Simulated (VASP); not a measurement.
# Rh (P6_3/mmc) in VASP: a series of runs, part 2 of 2

VASP 6.6.1.

## (5) Single point, PBE (strain -0.0150 x Voigt [1, 1, 0, 0, 0, 0])

INCAR

```
PREC = Accurate
ENCUT = 520
EDIFF = 1E-7
ISMEAR = 0
SIGMA = 0.15
LREAL = False
LASPH = True
NELM = 80
ALGO = Fast
ISIF = 2
LWAVE = False
LCHARG = False
GGA = PE
NBANDS = 22
```

KPOINTS

```
Automatic mesh
0
Gamma
  24 24 14
```

POSCAR

```
Rh
1.0
    2.6839172865      0.0000000000      0.0000000000
   -1.3419586433      2.3243405518      0.0000000000
    0.0000000000      0.0000000000      4.3848426969
Rh
2
Direct
    0.6666666667      0.3333333333      0.7500000000
    0.3333333333      0.6666666667      0.2500000000
```

Started as:

```bash
$ cat potpaw_PBE.64/Rh_pv/POTCAR > POTCAR
$ mpirun -np 1 vasp_std > vasp.out
```

Wall time 7.5 min (1 thread of AMD EPYC 7R43 (Zen 3), shared host); peak memory 0.28 GiB.

Results (log left out):

```
Free energy            : -14.4359 eV
Pressure               : 8.5 GPa
Band gap on the k mesh : zero (bands 15 and 16 overlap by 2.46 eV)
```

Stress tensor (GPa, compression positive):
```
9.66 0.00 0.00
0.00 9.66 0.00
0.00 0.00 6.22
```

Levels at points of the mesh, in eV from the Fermi level:
```tsv
k point	band 13	band 14	band 15	band 16	band 17	band 18
(0.00, 0.00, 0.00)	-2.55	-1.85	-1.85	0.14	0.14	0.62
(0.50, 0.00, 0.00)	-2.14	0.49	0.61	0.78	3.08	5.22
(0.00, 0.00, 0.50)	-3.14	-3.14	-0.43	-0.43	-0.43	-0.43
(0.50, 0.00, 0.50)	-0.30	-0.30	0.66	0.66	2.70	2.70
```

Caveat: the cell differs from its parent crystal (strain -0.0150 x Voigt [1, 1, 0, 0, 0, 0]); the cell stands under pressure.

## (6) Single point, PBE (strain +0.0150 x Voigt [1, 1, 0, 0, 0, 0])

INCAR

```
ALGO     = Fast           # electronic algorithm
EDIFF    = 1E-6           # SCF threshold, eV
ENCUT    = 520            # plane-wave cutoff, eV
GGA      = PE             # functional
ISIF     = 2              # what is computed and relaxed
ISMEAR   = 0              # smearing method
LASPH    = T              # aspherical terms in the spheres
LCHARG   = F              # write CHGCAR
LREAL    = F              # projectors in reciprocal space
LWAVE    = F              # write WAVECAR
NBANDS   = 22             # bands
NELM     = 60             # most SCF steps
PREC     = Accurate       # precision mode
SIGMA    = 0.15           # smearing width, eV
```

KPOINTS

```
k-points
0
Gamma
  24 24 14
```

POSCAR

```
Rh
1.0
    2.7656609602      0.0000000000      0.0000000000
   -1.3828304801      2.3951326498      0.0000000000
    0.0000000000      0.0000000000      4.3848426969
Rh
2
Direct
    0.6666666667      0.3333333333      0.7500000000
    0.3333333333      0.6666666667      0.2500000000
```

Potentials or basis: VASP PAW PBE potentials, release 64 (Rh_pv).

Started as:

```bash
$ cat potpaw_PBE.64/Rh_pv/POTCAR > POTCAR
$ mpirun -np 1 vasp_std > vasp.out
```

Wall time 8.4 min (1 thread of AMD EPYC 7R43 (Zen 3), shared host); peak memory 0.3 GiB.

The run converged. Its results:

```
Free energy            : -14.4395 eV
Pressure               : -6.7 GPa
Band gap on the k mesh : zero (bands 15 and 16 overlap by 2.21 eV)
```

Stress tensor (GPa, compression positive):
```
-7.89  0.00  0.00
 0.00 -7.89  0.00
 0.00  0.00 -4.38
```

Levels at points of the mesh, in eV from the Fermi level:
| k point | band 13 | band 14 | band 15 | band 16 | band 17 | band 18 |
| --- | --- | --- | --- | --- | --- | --- |
| (0.00, 0.00, 0.00) | -2.28 | -1.89 | -1.89 | 0.11 | 0.11 | 0.98 |
| (0.50, 0.00, 0.00) | -1.99 | 0.29 | 0.60 | 0.62 | 2.81 | 4.79 |
| (0.00, 0.00, 0.50) | -2.91 | -2.91 | -0.41 | -0.41 | -0.41 | -0.41 |
| (0.50, 0.00, 0.50) | -0.29 | -0.29 | 0.48 | 0.48 | 2.57 | 2.57 |

Caveat: the cell differs from its parent crystal (strain +0.0150 x Voigt [1, 1, 0, 0, 0, 0]); the cell stands under tension.

## (7) Single point, PBE (strain +0.0300 x Voigt [1, 1, 0, 0, 0, 0])

INCAR

```
SYSTEM = Rh
PREC = Accurate
ENCUT = 520
EDIFF = 1E-7
ISMEAR = 0
SIGMA = 0.15
LREAL = .False.
LASPH = .True.
NELM = 100
ALGO = Fast
ISIF = 2
LWAVE = .False.
LCHARG = .False.
GGA = PE
NBANDS = 22
```

KPOINTS

```
regular mesh
0
Gamma
  24 24 14
  0 0 0
```

POSCAR

```
Rh
1.0
    2.8065327971      0.0000000000      0.0000000000
   -1.4032663985      2.4305286988      0.0000000000
    0.0000000000      0.0000000000      4.3848426969
Rh
2
Direct
    0.6666666667      0.3333333333      0.7500000000
    0.3333333333      0.6666666667      0.2500000000
```

Potentials or basis: VASP PAW PBE potentials, release 64 (Rh_pv).

Started as:

```bash
$ cat potpaw_PBE.64/Rh_pv/POTCAR > POTCAR
$ mpirun -np 1 vasp_std > vasp.out
```

OUTCAR:

```text
SYSTEM = Rh
   PREC = Accurate
   ENCUT = 520
   EDIFF = 1E-7
   ISMEAR = 0
   LREAL = .False.
   LASPH = .True.
   NELM = 100
   ISIF = 2
   GGA = PE

 ion  position               nearest neighbor table
   1  0.667  0.333  0.750-   2 2.73   2 2.73   2 2.73   2 2.73   2 2.73   2 2.73
   2  0.333  0.667  0.250-   1 2.73   1 2.73   1 2.73   1 2.73   1 2.73   1 2.73

  LATTYP: Found a hexagonal cell.
 ALAT       =     2.8065327971
 C/A-ratio  =     1.5623700181

  Lattice vectors:

[... 792 lines left out ...]

  FORCE on cell =-STRESS in cart. coord.  units (eV):
  Direction    XX          YY          ZZ          XY          YZ          ZX
  --------------------------------------------------------------------------------------
  -------------------------------------------------------------------------------------
  Total       -2.6498692     -2.6498692     -1.6111519     -0.0000000      0.0000000      0.0000000
  in kB     -141.9417380   -141.9417380    -86.3022590     -0.0000000      0.0000000      0.0000000
  external PRESSURE =    -123.3952450 kB  Pullay stress =       0.0000000 kB

 VOLUME and BASIS-vectors are now :
 -----------------------------------------------------------------------------
  energy-cutoff  :      520.00
  volume of cell :       29.91
      direct lattice vectors                 reciprocal lattice vectors
     2.806532797  0.000000000  0.000000000     0.356311532  0.205716559  0.000000000
    -1.403266399  2.430528699  0.000000000     0.000000000  0.411433118  0.000000000
     0.000000000  0.000000000  4.384842697     0.000000000  0.000000000  0.228058352

 POSITION                                       TOTAL-FORCE (eV/Angst)
 -----------------------------------------------------------------------------------
      1.40327      0.81018      3.28863         0.000000      0.000000      0.000000
     -0.00000      1.62035      1.09621        -0.000000     -0.000000      0.000000
 -----------------------------------------------------------------------------------
    total drift:                               -0.000000      0.000000     -0.000000

  FREE ENERGIE OF THE ION-ELECTRON SYSTEM (eV)
  ---------------------------------------------------
  free  energy   TOTEN  =       -14.3798352232 eV

  energy  without entropy=      -14.3362072943  energy(sigma->0) =      -14.35802126
```

OSZICAR:

```text
N       E                     dE             d eps       ncg     rms          rms(c)
DAV:   1     0.324937501210E+03    0.32494E+03   -0.19111E+04 21520   0.156E+03
DAV:   2    -0.830284909930E+01   -0.33324E+03   -0.32168E+03 22408   0.468E+02
DAV:   3    -0.153108110480E+02   -0.70080E+01   -0.69614E+01 24946   0.764E+01
DAV:   4    -0.153579452511E+02   -0.47134E-01   -0.47129E-01 24240   0.633E+00
DAV:   5    -0.153586950603E+02   -0.74981E-03   -0.74981E-03 25360   0.828E-01    0.118E+01
RMM:   6    -0.144023261429E+02    0.95637E+00   -0.23498E+00 21957   0.129E+01    0.394E+00
RMM:   7    -0.143850604186E+02    0.17266E-01   -0.78017E-02 22602   0.220E+00    0.195E+00
RMM:   8    -0.143804817790E+02    0.45786E-02   -0.13774E-02 23366   0.114E+00    0.317E-01
RMM:   9    -0.143798115877E+02    0.67019E-03   -0.20526E-03 24478   0.401E-01    0.200E-02
RMM:  10    -0.143798358316E+02   -0.24244E-04   -0.16701E-04 24984   0.129E-01    0.120E-02
RMM:  11    -0.143798365199E+02   -0.68835E-06   -0.17757E-05 27347   0.364E-02    0.528E-03
RMM:  12    -0.143798349636E+02    0.15563E-05   -0.39823E-06 27895   0.167E-02    0.141E-03
RMM:  13    -0.143798352056E+02   -0.24202E-06   -0.82427E-07 24404   0.717E-03    0.593E-04
RMM:  14    -0.143798352232E+02   -0.17511E-07   -0.11233E-07 15455   0.325E-03
   1 F= -.14379835E+02 E0= -.14358021E+02  d E =-.436279E-01
```

stdout:

```text
POSCAR found type information on POSCAR Rh
 POSCAR found :  1 types and       2 ions
 scaLAPACK will be used
 LDA part: xc-table for (Slater+PW92), standard interpolation
 POSCAR, INCAR and KPOINTS ok, starting setup
 FFT: planning ... GRIDC
 FFT: planning ... GRID_SOFT
 FFT: planning ... GRID
 WAVECAR not read
 entering main loop
```

It took 9 min on 1 thread of AMD EPYC 7R43 (Zen 3), shared host; peak memory 0.31 GiB.

Results:

```
Free energy            : -14.3798 eV
Pressure               : -12.3 GPa
Band gap on the k mesh : zero (bands 15 and 16 overlap by 2.04 eV)
```

Caveat: the cell differs from its parent crystal (strain +0.0300 x Voigt [1, 1, 0, 0, 0, 0]); the cell stands under tension.

## (8) Summary

```tsv
cell	further INCAR settings	gap on the mesh (eV)	pressure (GPa)
a = 2.561, b = 2.561, c = 4.385 Å, angles 90.0, 90.0, 120.0°, 2 atoms	ALGO = Fast; EDIFF = 1e-07; NBANDS = 22	none	44.6
a = 2.602, b = 2.602, c = 4.385 Å, angles 90.0, 90.0, 120.0°, 2 atoms	ALGO = Fast; EDIFF = 1e-07; NBANDS = 22	none	30.4
a = 2.643, b = 2.643, c = 4.385 Å, angles 90.0, 90.0, 120.0°, 2 atoms	ALGO = Fast; EDIFF = 1e-07; NBANDS = 22	none	18.4
a = 2.684, b = 2.684, c = 4.385 Å, angles 90.0, 90.0, 120.0°, 2 atoms	ALGO = Fast; EDIFF = 1e-07; NBANDS = 22	none	8.5
a = 2.766, b = 2.766, c = 4.385 Å, angles 90.0, 90.0, 120.0°, 2 atoms	ALGO = Fast; EDIFF = 1e-06; NBANDS = 22	none	-6.7
a = 2.807, b = 2.807, c = 4.385 Å, angles 90.0, 90.0, 120.0°, 2 atoms	ALGO = Fast; EDIFF = 1e-07; NBANDS = 22	none	-12.3
```

Alike in all rows: task single point; level PBE; potentials or basis VASP PAW PBE potentials, release 64 (Rh_pv); no spin polarisation; k mesh 24 × 24 × 14; cutoff (eV) 520; smearing gaussian 0.15 eV.

Caveats: the cell stands under pressure (at least some runs); the cell stands under tension (at least some runs).

Absolute energies hang on the potentials; compare differences alone.
